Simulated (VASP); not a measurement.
# Ta4NiO11 (Pmmm) in VASP: single point with PBE

Aim: the single point of Ta4NiO11 with PBE.

All numbers are computed with VASP 6.6.1; they aren't measurements. Logs are shortened: lines on timing, memory, paths and dates and some standing lists are left out, and cuts for length are marked.

**1. The cell of the first run**

The structure is orthorhombic, space group Pmmm (No. 47). Conventional cell: a = 3.816 Å, b = 3.926 Å, c = 13.421 Å, α = 90.00°, β = 90.00°, γ = 90.00°. Ta (site symmetry mm2) has 6 O at 1.92 to 2.26 Å within 2.5 Å. Within 2.5 Å of Ta (site symmetry mm2) lie 6 O at 1.92 to 2.22 Å. Ni (site symmetry mmm) has 6 O at 1.91 to 2.58 Å within 2.6 Å. O (site symmetry mmm) has 2 Ni at 1.96 Å and 2 Ta at 2.06 Å within 2.6 Å. Within 2.5 Å of O (site symmetry mmm) lie 2 Ni at 1.91 Å. Within 2.8 Å of O (site symmetry mm2) lie 3 Ta at 2.03 to 2.22 Å and 1 Ni at 2.58 Å and 8 O at 2.62 to 2.79 Å. Within 2.5 Å of O (site symmetry mm2) lie 2 Ta at 1.92 Å. Within 2.8 Å of O (site symmetry mm2) lie 3 Ta at 2.02 to 2.26 Å and 8 O at 2.62 to 2.79 Å.

**2. Single point, PBE, collinear spin, ferromagnetic start (built by hand: M2O5-MO2 shear intergrowth, Ni ordered (Pmmm, No. 47))**

INCAR

```
PREC = Accurate
ENCUT = 520
EDIFF = 1E-6
ISMEAR = 0
SIGMA = 0.15
LREAL = Auto
LASPH = True
NELM = 150
ALGO = Normal
ISIF = 2
LWAVE = False
LCHARG = False
ISPIN = 2
MAGMOM = 0 0 0 0 2 0 0 0 0 0 0 0 0 0 0 0
LORBIT = 11
LMAXMIX = 4
GGA = PE
NBANDS = 78
```

KPOINTS

```
regular mesh
0
Gamma
  3 3 1
```

POSCAR

```
Ta4NiO11
1.0
    3.9260686191      0.0000000000      0.0000000000
    0.0000000000      3.8164351836      0.0000000000
    0.0000000000      0.0000000000     13.4206090674
Ta Ni O
4 1 11
Direct
    0.5000000000      0.0000000000      0.8464932992
    0.5000000000      0.0000000000      0.1535067008
    0.0000000000      0.0000000000      0.6428239287
    0.0000000000      0.0000000000      0.3571760713
    0.0000000000      0.0000000000      0.0000000000
    0.5000000000      0.0000000000      0.0000000000
    0.0000000000      0.5000000000      0.0000000000
    0.0000000000      0.0000000000      0.8079419710
    0.5000000000      0.5000000000      0.8297318534
    0.0000000000      0.0000000000      0.1920580290
    0.5000000000      0.5000000000      0.1702681466
    0.5000000000      0.0000000000      0.6782486228
    0.5000000000      0.0000000000      0.3217513772
    0.0000000000      0.0000000000      0.5000000000
    0.0000000000      0.5000000000      0.6561721416
    0.0000000000      0.5000000000      0.3438278584
```

Potentials or basis: VASP PAW PBE potentials, release 64 (Ta_pv, Ni, O).

Launch:

```sh
$ cat potpaw_PBE.64/Ta_pv/POTCAR potpaw_PBE.64/Ni/POTCAR potpaw_PBE.64/O/POTCAR > POTCAR
$ mpirun -np 1 vasp_std > vasp.out
```

OUTCAR:

```text
PREC = Accurate
   ENCUT = 520
   EDIFF = 1E-6
   ISMEAR = 0
   LREAL = Auto
   LASPH = True
   NELM = 150
   ISIF = 2
   ISPIN = 2
   LORBIT = 11
   GGA = PE

 ion  position               nearest neighbor table
   1  0.500  0.000  0.846-   9 1.92   9 1.92   8 2.03   8 2.03   6 2.06  12 2.26   5 2.85   5 2.85
                             3 3.37   3 3.37
   2  0.500  0.000  0.154-  11 1.92  11 1.92  10 2.03  10 2.03   6 2.06  13 2.26   5 2.85   5 2.85
                             4 3.37   4 3.37
   3  0.000  0.000  0.643-  15 1.92  15 1.92  14 1.92  12 2.02  12 2.02   8 2.22   1 3.37   1 3.37

   4  0.000  0.000  0.357-  16 1.92  16 1.92  14 1.92  13 2.02  13 2.02  10 2.22   2 3.37   2 3.37

   5  0.000  0.000  0.000-   7 1.91   7 1.91   6 1.96   6 1.96   1 2.85   1 2.85   2 2.85   2 2.85

   6  0.500  0.000  0.000-   5 1.96   5 1.96   1 2.06   2 2.06
   7  0.000  0.500  0.000-   5 1.91   5 1.91
   8  0.000  0.000  0.808-   1 2.03   1 2.03   3 2.22
   9  0.500  0.500  0.830-   1 1.92   1 1.92
  10  0.000  0.000  0.192-   2 2.03   2 2.03   4 2.22
  11  0.500  0.500  0.170-   2 1.92   2 1.92
  12  0.500  0.000  0.678-   3 2.02   3 2.02   1 2.26
  13  0.500  0.000  0.322-   4 2.02   4 2.02   2 2.26
  14  0.000  0.000  0.500-   3 1.92   4 1.92
  15  0.000  0.500  0.656-   3 1.92   3 1.92
  16  0.000  0.500  0.344-   4 1.92   4 1.92

  LATTYP: Found a simple orthorhombic cell.
 ALAT       =     3.8164351836
 B/A-ratio  =     1.0287266599
 C/A-ratio  =     3.5165300658

  Lattice vectors:

 A1 = (   0.0000000000,  -3.8164351836,   0.0000000000)
 A2 = (   3.9260686191,   0.0000000000,   0.0000000000)
 A3 = (   0.0000000000,   0.0000000000,  13.4206090674)

Analysis of symmetry for initial positions (statically):
=====================================================================
 Subroutine PRICEL returns:
 Original cell was already a primitive cell.

 Routine SETGRP: Setting up the symmetry group for a
 simple orthorhombic supercell.

 Subroutine GETGRP returns: Found  8 space group operations
 (whereof  8 operations were pure point group operations)
 out of a pool of  8 trial point group operations.

The static configuration has the point symmetry D_2h.

Analysis of symmetry for dynamics (positions and initial velocities):
=====================================================================
 Subroutine PRICEL returns:
 Original cell was already a primitive cell.

 Routine SETGRP: Setting up the symmetry group for a
 simple orthorhombic supercell.

 Subroutine GETGRP returns: Found  8 space group operations
 (whereof  8 operations were pure point group operations)
 out of a pool of  8 trial point group operations.

The dynamic configuration has the point symmetry D_2h.

Analysis of structural, dynamic, and magnetic symmetry:
=====================================================================
 Subroutine PRICEL returns:
 Original cell was already a primitive cell.

 Routine SETGRP: Setting up the symmetry group for a
 simple orthorhombic supercell.

 Subroutine GETGRP returns: Found  8 space group operations
 (whereof  8 operations were pure point group operations)
 out of a pool of  8 trial point group operations.

The overall configuration has the point symmetry D_2h.

 Subroutine INISYM returns: Found  8 space group operations
 (whereof  8 operations are pure point group operations),
 and found     1 'primitive' translations

----------------------------------------------------------------------------------------

                                     Primitive cell

  volume of cell :     201.0889

  direct lattice vectors                    reciprocal lattice vectors
     3.926068619  0.000000000  0.000000000     0.254707723  0.000000000  0.000000000
     0.000000000  3.816435184  0.000000000     0.000000000  0.262024626  0.000000000
     0.000000000  0.000000000 13.420609067     0.000000000  0.000000000  0.074512267

  length of vectors
     3.926068619  3.816435184 13.420609067     0.254707723  0.262024626  0.074512267

  position of ions in fractional coordinates (direct lattice)
     0.500000000  0.000000000  0.846493299
[... 69 lines left out ...]
   total plane-waves  NPLWV =  84000
   dimension x,y,z NGX =    30 NGY =   28 NGZ =  100
   dimension x,y,z NGXF=    60 NGYF=   56 NGZF=  200
   ions per type =               4   1  11
   NGX,Y,Z   is equivalent  to a cutoff of  12.70, 12.20, 12.39 a.u.
   NGXF,Y,Z  is equivalent  to a cutoff of  25.41, 24.39, 24.77 a.u.
 SYSTEM =  unknown system
   PREC   = accura    normal or accurate (medium, high low for compatibility)
   ISTART =      0    job   : 0-new  1-cont  2-samecut
   ICHARG =      2    charge: 1-file 2-atom 10-const
   ISPIN  =      2    spin polarized calculation?
   LNONCOLLINEAR =      F non collinear calculations
   LSORBIT =      F    spin-orbit coupling
   LASPH  =      T    aspherical Exc in radial PAW
   ENCUT  =  520.0 eV  38.22 Ry    6.18 a.u.   7.30  7.10 24.95*2*pi/ulx,y,z
   NELM   =    150;   NELMIN=  2; NELMDL= -5     # of ELM steps
   EDIFF  = 0.1E-05   stopping-criterion for ELM
   LREAL  =      T    real-space projection
   EDIFFG = 0.1E-04   stopping-criterion for IOM
   NSW    =      0    number of steps for IOM
   IBRION =     -1    ionic relax: 0-MD 1-quasi-New 2-CG
   NFREE  =      0    steps in history (QN), initial steepest desc. (CG)
   ISIF   =      2    stress and relaxation
   ISYM   =      2    0-nonsym 1-usesym 2-fastsym
   POTIM  = 0.5000    time-step for ionic-motion
   TEBEG  =    0.0;   TEEND  =   0.0 temperature during run
   PSTRESS=    0.0 pullay stress
   NELECT =     120.0000    total number of electrons
   NUPDOWN=      -1.0000    fix difference up-down
   EMIN   =  10.00;   EMAX   =-10.00  energy-range for DOS
   EFERMI =   0.00;   METHOD = LEGACY
   ISMEAR =     0;   SIGMA  =   0.15  broadening in eV -4-tet -1-fermi 0-gaus
   EFERMI_NEDOS =   21; number of points for ismear=-14 and -15
   IALGO  =     38    algorithm
   IMIX   =      4    mixing-type and parameters
     AMIX     =   0.40;   BMIX     =  1.00
     AMIX_MAG =   1.60;   BMIX_MAG =  1.00
  volume/ion in A,a.u.               =      12.57        84.81
  Fermi-wavevector in a.u.,A,eV,Ry     =   1.378286  2.604582 25.846599  1.899671
  Thomas-Fermi vector in A             =   2.503361
   LORBIT       =     11    0 simple, 1 ext, 2 COOP (PROOUT), +10 PAW based schemes
   GGA     = PE    functional components
   LHFCALC =     F    Hartree Fock is set to
   AEXX    =    0.0000 exact exchange contribution
   IVDW    =     0    specifies the selected vdW correction
   LEPSILON=     F    determine dielectric tensor
   LRPA    =     F    only Hartree local field effects (RPA)
 spin polarized calculation
 Gauss-broadening in eV      SIGMA  =   0.15
  energy-cutoff  :      520.00
  volume of cell :      201.09
 maximum number of plane-waves:      5428
 NGX is ok and might be reduce to    30
   NGX = 15   NGY = 15   NGZ = 49

 number of electron     119.9999993 magnetization       1.1114117

 Free energy of the ion-electron system (eV)
  ---------------------------------------------------
  ext. energy  EPLUGINS =         0.00000000
  ---------------------------------------------------
  free energy    TOTEN  =      -145.33917879 eV

  energy without entropy =     -145.29580799  energy(sigma->0) =     -145.31749339

 E-fermi :   3.4254     XC(G=0): -10.5728

 val. band max:        3.3356701309   @ k =   0.0000   0.3333   0.0000
 cond. band min:       3.4567965546   @ k =   0.3333   0.3333   0.0000
 fundamental gap:      0.1211264237
 Fermi energy:         3.4254268486

 spin component 1

 k-point     1 :       0.0000    0.0000    0.0000
  band No.  band energies     occupation
      1     -32.9633      1.00000
      2     -32.9253      1.00000
      3     -32.8467      1.00000
      4     -32.8459      1.00000
      5     -32.7571      1.00000
      6     -32.7561      1.00000
[... 289 lines left out ...]
     71       7.2953      0.00000
     72       7.4842      0.00000
 Fermi energy:         3.4254268486

 spin component 2

 k-point     1 :       0.0000    0.0000    0.0000
  band No.  band energies     occupation
      1     -32.9777      1.00000
      2     -32.9399      1.00000
      3     -32.8620      1.00000
      4     -32.8612      1.00000
      5     -32.7627      1.00000
      6     -32.7617      1.00000
[... 289 lines left out ...]
     71       7.2941      0.00000
     72       7.4840      0.00000
 [bands above 72 left out]

------------------------ aborting loop because EDIFF is reached ----------------------------------------

  FORCE on cell =-STRESS in cart. coord.  units (eV):
  Direction    XX          YY          ZZ          XY          YZ          ZX
  --------------------------------------------------------------------------------------
  -------------------------------------------------------------------------------------
  Total        0.1656408      1.0744212     -0.0099571     -0.0000000      0.0000000      0.0000000
  in kB        1.3197448      8.5604610     -0.0793331     -0.0000000      0.0000000      0.0000000
  external PRESSURE =       3.2669576 kB  Pullay stress =       0.0000000 kB

 VOLUME and BASIS-vectors are now :
 -----------------------------------------------------------------------------
  energy-cutoff  :      520.00
  volume of cell :      201.09
      direct lattice vectors                 reciprocal lattice vectors
     3.926068619  0.000000000  0.000000000     0.254707723  0.000000000  0.000000000
     0.000000000  3.816435184  0.000000000     0.000000000  0.262024626  0.000000000
     0.000000000  0.000000000 13.420609067     0.000000000  0.000000000  0.074512267

 POSITION                                       TOTAL-FORCE (eV/Angst)
 -----------------------------------------------------------------------------------
      1.96303      0.00000     11.36046         0.000000     -0.000000      0.039167
      1.96303      0.00000      2.06015         0.000000      0.000000     -0.039167
      0.00000      0.00000      8.62709         0.000000     -0.000000     -0.005947
      0.00000      0.00000      4.79352         0.000000      0.000000      0.005947
      0.00000      0.00000      0.00000         0.000000     -0.000000      0.000000
      1.96303      0.00000      0.00000         0.000000     -0.000000      0.000000
[... 8 lines left out ...]
      0.00000      1.90822      8.80623         0.000000     -0.000000      0.034133
      0.00000      1.90822      4.61438         0.000000     -0.000000     -0.034133
 -----------------------------------------------------------------------------------
    total drift:                                0.000000     -0.000000      0.000000

  FREE ENERGIE OF THE ION-ELECTRON SYSTEM (eV)
  ---------------------------------------------------
  free  energy   TOTEN  =      -145.3391787928 eV

  energy  without entropy=     -145.2958079928  energy(sigma->0) =     -145.31749339

 total charge

# of ion       s       p       d       tot
------------------------------------------
    1        0.326   6.309   2.072   8.707
    2        0.326   6.309   2.072   8.707
    3        0.349   6.345   2.090   8.784
    4        0.349   6.345   2.090   8.784
    5        0.420   0.498   8.341   9.259
    6        1.566   3.483   0.000   5.049
[... 8 lines left out ...]
   15        1.574   3.534   0.000   5.108
   16        1.574   3.534   0.000   5.108
--------------------------------------------------
tot         19.024  64.298  16.664  99.986

 magnetization (x)

# of ion       s       p       d       tot
------------------------------------------
    1       -0.000  -0.001  -0.017  -0.018
    2       -0.000  -0.001  -0.017  -0.018
    3       -0.000  -0.000  -0.001  -0.001
    4       -0.000  -0.000  -0.001  -0.001
    5        0.001  -0.005   0.583   0.579
    6        0.001  -0.000   0.000   0.001
[... 8 lines left out ...]
   15       -0.000  -0.000   0.000  -0.000
   16       -0.000  -0.000   0.000  -0.000
--------------------------------------------------
tot          0.008   0.466   0.548   1.022
```

Wall time 11 min (1 thread of Intel Xeon Platinum 8259CL at 2.50GHz (Skylake/Cascade Lake), shared host); peak memory 0.39 GiB.

Results:

```
Free energy                                           : -145.3392 eV
Pressure                                              : 0.3 GPa
Largest force                                         : 0.039 eV/Å
Net moment                                            : 1.11 μB per cell
Site moments                                          : Ta -0.02, -0.00 (each value once); Ni +0.58; O +0.00, +0.47, -0.00 (each value once) μB
Valence electrons inside the program's atomic spheres : Ta 8.71, 8.78 (each value once); Ni 9.26; O 5.05, 4.87, 5.08, 5.09, 5.11 (each value once)
```

Forces in eV/Å, atoms in the order of the input:
```
Ta   0.000  0.000  0.039
Ta   0.000  0.000 -0.039
Ta   0.000  0.000 -0.006
Ta   0.000  0.000  0.006
Ni   0.000  0.000  0.000
O    0.000  0.000  0.000
O    0.000  0.000  0.000
O    0.000  0.000  0.035
O    0.000  0.000 -0.011
O    0.000  0.000 -0.035
O    0.000  0.000  0.011
O    0.000  0.000 -0.011
O    0.000  0.000  0.011
O    0.000  0.000  0.000
O    0.000  0.000  0.034
O    0.000  0.000 -0.034
```

Stress tensor (GPa, compression positive):
```
 0.13  0.00  0.00
 0.00  0.86  0.00
 0.00  0.00 -0.01
```

Levels at points of the mesh, in eV from the Fermi level:
Spin up:
| k point | band 59 | band 60 | band 61 | band 62 | band 63 | band 64 |
| --- | --- | --- | --- | --- | --- | --- |
| (0.00, 0.00, 0.00) | -1.75 | -1.68 | -1.53 | 0.53 | 0.55 | 1.00 |
Spin down:
| k point | band 56 | band 57 | band 58 | band 59 | band 60 | band 61 | band 62 | band 63 | band 64 | band 65 |
| --- | --- | --- | --- | --- | --- | --- | --- | --- | --- | --- |
| (0.00, 0.00, 0.00) | -1.82 | -1.54 | -1.32 | -1.29 | -1.09 | -0.85 | 0.51 | 0.55 | 1.00 | 1.02 |

Caveat: the k points lie up to 0.55 Å⁻¹ apart; the cell differs from its parent crystal (built by hand: M2O5-MO2 shear intergrowth, Ni ordered (Pmmm, No. 47)); spin-orbit coupling is left out, which moves the levels of the heavy elements; a cell with one magnetic atom can't hold antiferromagnetic order, which such compounds often take; semilocal functionals often make such compounds metallic where correlation or magnetic order opens a gap, which also shifts bond lengths.
